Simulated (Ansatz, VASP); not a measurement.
# SnO2 in VASP and in Ansatz

The input INCAR:

```
SYSTEM = SnO2
ALGO = Normal
EDIFF = 1E-6
EDIFFG = -0.04
ENCUT = 600
GGA = PE
IBRION = 2
ISIF = 3
ISMEAR = 0
LASPH = .TRUE.
LCHARG = .FALSE.
LREAL = .FALSE.
LWAVE = .FALSE.
NELM = 80
NSW = 90
PREC = Accurate
SIGMA = 0.1
```

File KPOINTS:

```
k-points
0
G
  4 4 6
  0 0 0
```

Contents of POSCAR:

```
SnO2
1.0
    4.7373499900      0.0000000000      0.0000000000
    0.0000000000      4.7373499900      0.0000000000
    0.0000000000      0.0000000000      3.1863999400
Sn O
2 4
Direct
    0.0000000000      0.0000000000      0.0000000000
    0.5000000000      0.5000000000      0.5000000000
    0.3056200100      0.3056200100      0.0000000000
    0.1943799900      0.8056200100      0.5000000000
    0.6943799900      0.6943799900      0.0000000000
    0.8056200100      0.1943799900      0.5000000000
```

Input for Ansatz:

```yaml
crystal:
  lattice:
    - [4.73734999, 0.0, 0.0]
    - [0.0, 4.73734999, 0.0]
    - [0.0, 0.0, 3.18639994]
  atoms:
    - { symbol: Sn, position: [0.0, 0.0, 0.0] }
    - { symbol: Sn, position: [0.5, 0.5, 0.5] }
    - { symbol: O, position: [0.30562001, 0.30562001, 0.0] }
    - { symbol: O, position: [0.19437999, 0.80562001, 0.5] }
    - { symbol: O, position: [0.69437999, 0.69437999, 0.0] }
    - { symbol: O, position: [0.80562001, 0.19437999, 0.5] }
basis:
  ecutwfc: 420
kpoints:
  mp_grid: { grid: [4, 4, 6] }
hamiltonian:
  xc: pbe
scf:
  occupations: { method: gaussian, width: 0.1 }
  lower_state_search: "off"
output:
  forces: true
  stress: true
  eigenvalues: true
relax:
  adjacent_minimum: "off"
  f_tol: 0.04
  max_steps: 70
  cell: { stress_tol: 0.4 }
```

Alike in both runs: task relaxation of cell and atoms; functional PBE; k mesh 4 × 4 × 6; occupations gaussian, width 0.1 eV; no spin polarisation.

|  | VASP | Ansatz |
| --- | --- | --- |
| version | VASP 6.6.1 | Ansatz 0.2.0 |
| potentials or method | VASP PAW PBE potentials, release 64 (Sn_d, O), cutoff 600 eV | scalar-relativistic, plane waves, PAW |
| valence electrons in the cell | 52 | 52 |

```tsv
	VASP	Ansatz	Ansatz less VASP
gap on the k mesh at the Fermi level, each at its own relaxed structure (eV)	0.64	0.70	+0.051
relaxed volume (Å³/atom)	12.59	12.56	-0.027
relaxed length of the cell vector where the two differ most in proportion (Å)	3.245	3.237	-0.0075
```
